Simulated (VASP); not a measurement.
# Sr (I4/mmm) in VASP: a series of runs, part 2 of 2

VASP 6.6.1.

**3. Single point, PBEsol (strain -0.040 along x and y, -0.080 along z)**

Input file INCAR:

```
SYSTEM = Sr
ALGO = Normal
EDIFF = 1E-6
ENCUT = 520
GGA = PS
ISIF = 2
ISMEAR = 0
LASPH = .True.
LCHARG = .False.
LREAL = .False.
LWAVE = .False.
NBANDS = 11
NELM = 60
PREC = Accurate
SIGMA = 0.03
```

Input file KPOINTS:

```
k-points
0
Gamma
  10 10 10
  0 0 0
```

Input file POSCAR:

```
Sr
1.0
    0.0000000000      2.9206560000      2.7989620000
    2.9206560000      0.0000000000      2.7989620000
    2.9206560000      2.9206560000      0.0000000000
Sr
1
Direct
    0.0000000000      0.0000000000      0.0000000000
```

Potentials or basis: VASP PAW PBE potentials, release 64 (Sr_sv).

The run is started by

```sh
$ cat potpaw_PBE.64/Sr_sv/POTCAR > POTCAR
$ mpirun -np 1 vasp_std > vasp.out
```

OUTCAR:

```text
SYSTEM = Sr
   EDIFF = 1E-6
   ENCUT = 520
   GGA = PS
   ISIF = 2
   ISMEAR = 0
   LASPH = .True.
   LREAL = .False.
   NELM = 60
   PREC = Accurate

 ion  position               nearest neighbor table
   1  0.000  0.000  0.000-

  LATTYP: Found a body centered tetragonal cell.
 ALAT       =     4.1304313262
 C/A-ratio  =     1.3552879973

  Lattice vectors:

 A1 = (   0.0000000000,  -2.9206560000,  -2.7989620000)
 A2 = (   0.0000000000,   2.9206560000,  -2.7989620000)
 A3 = (   2.9206560000,   0.0000000000,   2.7989620000)

Analysis of symmetry for initial positions (statically):
=====================================================================
 Subroutine PRICEL returns:
 Original cell was already a primitive cell.

 Routine SETGRP: Setting up the symmetry group for a
 body centered tetragonal supercell.

 Subroutine GETGRP returns: Found 16 space group operations
 (whereof 16 operations were pure point group operations)
 out of a pool of 16 trial point group operations.

The static configuration has the point symmetry D_4h.

Analysis of symmetry for dynamics (positions and initial velocities):
=====================================================================
 Subroutine PRICEL returns:
 Original cell was already a primitive cell.

 Routine SETGRP: Setting up the symmetry group for a
 body centered tetragonal supercell.

 Subroutine GETGRP returns: Found 16 space group operations
 (whereof 16 operations were pure point group operations)
 out of a pool of 16 trial point group operations.

The dynamic configuration has the point symmetry D_4h.

 Subroutine INISYM returns: Found 16 space group operations
 (whereof 16 operations are pure point group operations),
 and found     1 'primitive' translations

----------------------------------------------------------------------------------------

                                     Primitive cell

  volume of cell :      47.7516

  direct lattice vectors                    reciprocal lattice vectors
     0.000000000  2.920656000  2.798962000    -0.171194417  0.171194417  0.178637652
     2.920656000  0.000000000  2.798962000     0.171194417 -0.171194417  0.178637652
     2.920656000  2.920656000  0.000000000     0.171194417  0.171194417 -0.178637652

  length of vectors
     4.045296002  4.045296002  4.130431326     0.300876166  0.300876166  0.300876166

  position of ions in fractional coordinates (direct lattice)
     0.000000000  0.000000000  0.000000000

  ion indices of the primitive-cell ions
   primitive index   ion index
                 1           1

----------------------------------------------------------------------------------------

 KPOINTS: k-points

Automatic generation of k-mesh.
 Grid dimensions read from file:
 generate k-points for:   10   10   10

 Generating k-lattice:

  Cartesian coordinates                     Fractional coordinates (reciprocal lattice)
    -0.017119442  0.017119442  0.017863765     0.100000000 -0.000000000  0.000000000
     0.017119442 -0.017119442  0.017863765    -0.000000000  0.100000000  0.000000000
     0.017119442  0.017119442 -0.017863765     0.000000000  0.000000000  0.100000000

  Length of vectors
     0.030087617  0.030087617  0.030087617

  Shift w.r.t. Gamma in fractional coordinates (k-lattice)
     0.000000000  0.000000000  0.000000000

 Subroutine IBZKPT returns following result:
 ===========================================

 Found    102 irreducible k-points:

 Following reciprocal coordinates:
            Coordinates               Weight
  0.000000  0.000000  0.000000      1.000000
  0.100000 -0.000000  0.000000      8.000000
  0.200000 -0.000000  0.000000      8.000000
  0.300000 -0.000000  0.000000      8.000000
  0.400000  0.000000  0.000000      8.000000
  0.500000 -0.000000  0.000000      4.000000
[... 16 lines left out ...]
  0.300000  0.300000  0.000000      2.000000
  0.400000  0.300000  0.000000      8.000000
 [... further k-points ...]
   k-points           NKPTS =    102   k-points in BZ     NKDIM =    102   number of bands    NBANDS=     11
   number of dos      NEDOS =    301   number of ions     NIONS =      1
   total plane-waves  NPLWV =  28800
   dimension x,y,z NGX =    30 NGY =   30 NGZ =   32
   dimension x,y,z NGXF=    60 NGYF=   60 NGZF=   64
   ions per type =               1
   NGX,Y,Z   is equivalent  to a cutoff of  12.33, 12.33, 12.88 a.u.
   NGXF,Y,Z  is equivalent  to a cutoff of  24.66, 24.66, 25.76 a.u.
 SYSTEM =  Sr
   PREC   = accura    normal or accurate (medium, high low for compatibility)
   ISTART =      0    job   : 0-new  1-cont  2-samecut
   ICHARG =      2    charge: 1-file 2-atom 10-const
   ISPIN  =      1    spin polarized calculation?
   LNONCOLLINEAR =      F non collinear calculations
   LSORBIT =      F    spin-orbit coupling
   LASPH  =      T    aspherical Exc in radial PAW
   ENCUT  =  520.0 eV  38.22 Ry    6.18 a.u.   7.52  7.52  7.68*2*pi/ulx,y,z
   NELM   =     60;   NELMIN=  2; NELMDL= -5     # of ELM steps
   EDIFF  = 0.1E-05   stopping-criterion for ELM
   LREAL  =      F    real-space projection
   EDIFFG = 0.1E-04   stopping-criterion for IOM
   NSW    =      0    number of steps for IOM
   IBRION =     -1    ionic relax: 0-MD 1-quasi-New 2-CG
   NFREE  =      0    steps in history (QN), initial steepest desc. (CG)
   ISIF   =      2    stress and relaxation
   ISYM   =      2    0-nonsym 1-usesym 2-fastsym
   POTIM  = 0.5000    time-step for ionic-motion
   TEBEG  =    0.0;   TEEND  =   0.0 temperature during run
   PSTRESS=    0.0 pullay stress
   NELECT =      10.0000    total number of electrons
   NUPDOWN=      -1.0000    fix difference up-down
   EMIN   =  10.00;   EMAX   =-10.00  energy-range for DOS
   EFERMI =   0.00;   METHOD = LEGACY
   ISMEAR =     0;   SIGMA  =   0.03  broadening in eV -4-tet -1-fermi 0-gaus
   EFERMI_NEDOS =   21; number of points for ismear=-14 and -15
   IALGO  =     38    algorithm
   IMIX   =      4    mixing-type and parameters
     AMIX     =   0.40;   BMIX     =  1.00
     AMIX_MAG =   1.60;   BMIX_MAG =  1.00
  volume/ion in A,a.u.               =      47.75       322.24
  Fermi-wavevector in a.u.,A,eV,Ry     =   0.972177  1.837149 12.859262  0.945129
  Thomas-Fermi vector in A             =   2.102455
   LORBIT       =      0    0 simple, 1 ext, 2 COOP (PROOUT), +10 PAW based schemes
   GGA     = PS    functional components
   LHFCALC =     F    Hartree Fock is set to
   AEXX    =    0.0000 exact exchange contribution
   IVDW    =     0    specifies the selected vdW correction
   LEPSILON=     F    determine dielectric tensor
   LRPA    =     F    only Hartree local field effects (RPA)
 non-spin polarized calculation
 Gauss-broadening in eV      SIGMA  =   0.03
  energy-cutoff  :      520.00
  volume of cell :       47.75
 maximum number of plane-waves:      1307
   NGX = 15   NGY = 15   NGZ = 15

 number of electron      10.0000000 magnetization

 Free energy of the ion-electron system (eV)
  ---------------------------------------------------
  ext. energy  EPLUGINS =         0.00000000
  ---------------------------------------------------
  free energy    TOTEN  =        -1.82542761 eV

  energy without entropy =       -1.82505247  energy(sigma->0) =       -1.82524004

 E-fermi :   2.0253     XC(G=0):  -7.8829

 val. band max:        2.0168135525   @ k =  -0.3000   0.1000   0.4000
 cond. band min:       2.0345630885   @ k =  -0.3000   0.2000   0.4000
 fundamental gap:      0.0177495361
 Fermi energy:         2.0252991746

 k-point     1 :       0.0000    0.0000    0.0000
  band No.  band energies     occupation
      1     -34.2743      2.00000
      2     -16.1425      2.00000
      3     -16.1425      2.00000
      4     -16.1361      2.00000
      5      -1.8726      2.00000
      6       4.4025      0.00000
      7       4.4025      0.00000
      8       4.6447      0.00000
      9       5.9806      0.00000
     10       6.3777      0.00000
     11       9.5681      0.00000
[... 309 lines left out ...]
 k-point    24 :       0.4000    0.3000    0.0000
  band No.  band energies     occupation
      1     -34.2427      2.00000
      2     -16.3894      2.00000
      3     -16.2507      2.00000
      4     -16.2444      2.00000
      5       0.7073      2.00000
      6       2.4812      0.00000
      7       3.6069      0.00000
      8       5.6922      0.00000
      9       6.1461      0.00000
     10       7.2852      0.00000
     11       9.4353      0.00000

 [... further k-points ...]

------------------------ aborting loop because EDIFF is reached ----------------------------------------

  FORCE on cell =-STRESS in cart. coord.  units (eV):
  Direction    XX          YY          ZZ          XY          YZ          ZX
  --------------------------------------------------------------------------------------
  -------------------------------------------------------------------------------------
  Total        0.3399154      0.3399154      0.3539058      0.0000000     -0.0000000     -0.0000000
  in kB       11.4049545     11.4049545     11.8743660      0.0000000     -0.0000000     -0.0000000
  external PRESSURE =      11.5614250 kB  Pullay stress =       0.0000000 kB

 VOLUME and BASIS-vectors are now :
 -----------------------------------------------------------------------------
  energy-cutoff  :      520.00
  volume of cell :       47.75
      direct lattice vectors                 reciprocal lattice vectors
     0.000000000  2.920656000  2.798962000    -0.171194417  0.171194417  0.178637652
     2.920656000  0.000000000  2.798962000     0.171194417 -0.171194417  0.178637652
     2.920656000  2.920656000  0.000000000     0.171194417  0.171194417 -0.178637652

 POSITION                                       TOTAL-FORCE (eV/Angst)
 -----------------------------------------------------------------------------------
      0.00000      0.00000      0.00000         0.000000      0.000000      0.000000
 -----------------------------------------------------------------------------------
    total drift:                                0.000000      0.000000      0.000000

  FREE ENERGIE OF THE ION-ELECTRON SYSTEM (eV)
  ---------------------------------------------------
  free  energy   TOTEN  =        -1.8254276129 eV

  energy  without entropy=       -1.8250524687  energy(sigma->0) =       -1.82524004
```

Wall time 33 s (1 thread of Intel Xeon Platinum 8259CL at 2.50GHz (Skylake/Cascade Lake), shared host); peak memory 0.2 GiB.

What came out:

```
Free energy            : -1.8254 eV
Pressure               : 1.2 GPa
Band gap on the k mesh : zero (band 5 reaches 2.03 eV, above the bottom of band 6 at 1.99 eV)
```

Caveat: the cell differs from its parent crystal (strain -0.040 along x and y, -0.080 along z); the PAW data sets were made with another functional, which shifts forces and pressure a little.

**4. Single point, PBEsol (strain -0.080 along x and y, +0.040 along z)**

Input file INCAR:

```
SYSTEM = Sr
PREC     = Accurate       ! precision mode
ENCUT    = 520            ! plane-wave cutoff, eV
EDIFF    = 1E-6           ! SCF threshold, eV
ISMEAR   = 0              ! smearing method
SIGMA    = 0.03           ! smearing width, eV
LREAL    = .FALSE.        ! projectors in reciprocal space
LASPH    = .TRUE.         ! aspherical terms in the spheres
NELM     = 100            ! most SCF steps
ALGO     = Normal         ! electronic algorithm
ISIF     = 2              ! what is computed and relaxed
LWAVE    = .FALSE.        ! write WAVECAR
LCHARG   = .FALSE.        ! write CHGCAR
GGA      = PS             ! functional
NBANDS   = 11             ! bands
```

Input file KPOINTS:

```
Automatic mesh
0
G
  10 10 10
  0 0 0
```

Input file POSCAR:

```
Sr
1.0
    0.0000000000      2.7989620000      3.1640440000
    2.7989620000      0.0000000000      3.1640440000
    2.7989620000      2.7989620000      0.0000000000
Sr
1
Direct
    0.0000000000      0.0000000000      0.0000000000
```

The run is started by

```sh
$ cat potpaw_PBE.64/Sr_sv/POTCAR > POTCAR
$ mpirun -np 1 vasp_std > vasp.out
```

It took 26 s on 1 thread of Intel Xeon Platinum 8259CL at 2.50GHz (Skylake/Cascade Lake), shared host; peak memory 0.21 GiB.

Results (log left out):

```
Free energy            : -1.8249 eV
Pressure               : 0.6 GPa
Band gap on the k mesh : zero (band 5 reaches 1.91 eV, above the bottom of band 6 at 1.89 eV)
```

Stress tensor (GPa, compression positive):
```
 0.95  0.00  0.00
 0.00  0.95  0.00
 0.00  0.00 -0.14
```

Levels at points of the mesh, in eV from the Fermi level:
| k point | band 3 | band 4 | band 5 | band 6 | band 7 | band 8 |
| --- | --- | --- | --- | --- | --- | --- |
| (0.00, 0.00, 0.00) | -18.24 | -18.24 | -3.84 | 1.97 | 2.72 | 2.72 |
| (0.50, 0.00, 0.00) | -18.32 | -18.26 | -1.21 | 0.22 | 1.82 | 2.69 |
| (0.50, 0.50, 0.00) | -18.31 | -18.31 | -1.01 | 0.40 | 0.59 | 5.37 |
| (0.50, 0.00, 0.50) | -18.42 | -18.34 | -0.70 | 0.18 | 1.68 | 4.88 |

Caveat: the cell differs from its parent crystal (strain -0.080 along x and y, +0.040 along z); the PAW data sets were made with another functional, which shifts forces and pressure a little.

**5. Overview**

| cell | gap on the mesh (eV) | pressure (GPa) |
| --- | --- | --- |
| a = 4.134, b = 4.134, c = 3.958 Å, angles 61.4, 61.4, 57.2°, 1 atom | none | 1.2 |
| a = 4.045, b = 4.045, c = 4.130 Å, angles 59.3, 59.3, 61.4°, 1 atom | none | 1.2 |
| a = 4.224, b = 4.224, c = 3.958 Å, angles 62.1, 62.1, 55.9°, 1 atom | none | 0.6 |

Alike in all rows: task single point; level PBEsol; potentials or basis VASP PAW PBE potentials, release 64 (Sr_sv); no spin polarisation; k mesh 10 × 10 × 10; cutoff (eV) 520; smearing gaussian 0.03 eV.

Caveats: the PAW data sets were made with another functional, which shifts forces and pressure a little.

Absolute energies hang on the potentials; compare differences alone.
